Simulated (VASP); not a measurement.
Input of a VASP 6.6.1 run:

Contents of INCAR:

```
SYSTEM = ZnS
  ALGO = Normal
  EDIFF = 1E-6
  ENCUT = 520
  GGA = PE
  ISIF = 2
  ISMEAR = 0
  LASPH = .TRUE.
  LCHARG = .FALSE.
  LREAL = .FALSE.
  LWAVE = .FALSE.
  NBANDS = 46
  NELM = 80
  PREC = Accurate
  SIGMA = 0.05
```

KPOINTS

```
k-points
0
G
  6 6 6
  0 0 0
```

The input POSCAR:

```
ZnS
1.0
    5.4093000000      0.0000000000      0.0000000000
    0.0000000000     -5.4093000000      0.0000000000
    0.0000000000      0.0000000000     -5.4093000000
Zn S
4 4
Direct
   -0.0235922484      0.5113782637      0.5480690199
    0.4994894207     -0.0048514185      0.4828351640
    0.5276133233      0.4916188268     -0.0107460999
   -0.0168384391     -0.0119993889      0.0155522977
    0.7682276354      0.7989395638      0.7814299306
    0.2483946214      0.2238981265      0.7458777967
    0.2053486614      0.7296921477      0.1839744860
    0.7913570253      0.2613238789      0.2530074050
```

Potentials or basis: VASP PAW PBE potentials, release 64 (Zn, S).

Launch:

```bash
$ cat potpaw_PBE.64/Zn/POTCAR potpaw_PBE.64/S/POTCAR > POTCAR
$ mpirun -np 1 vasp_std > vasp.out
```

Problem. What does it give for the band gap on the k mesh?

Solution. 1.66 eV.

Problem. What does it give for the largest force?

Solution. 5.607 eV/Å.

Problem. Predict the pressure.

Solution. 4.8 GPa.

Stress tensor (GPa, compression positive):
```
 4.61  1.20 -3.73
 1.20  5.26  1.33
-3.73  1.33  4.55
```

Caveat: the cell differs from its parent crystal (atoms moved at random); the cell stands under pressure; forces of over 1 eV/Å act on the atoms, so gaps and moduli don't describe the material at rest.
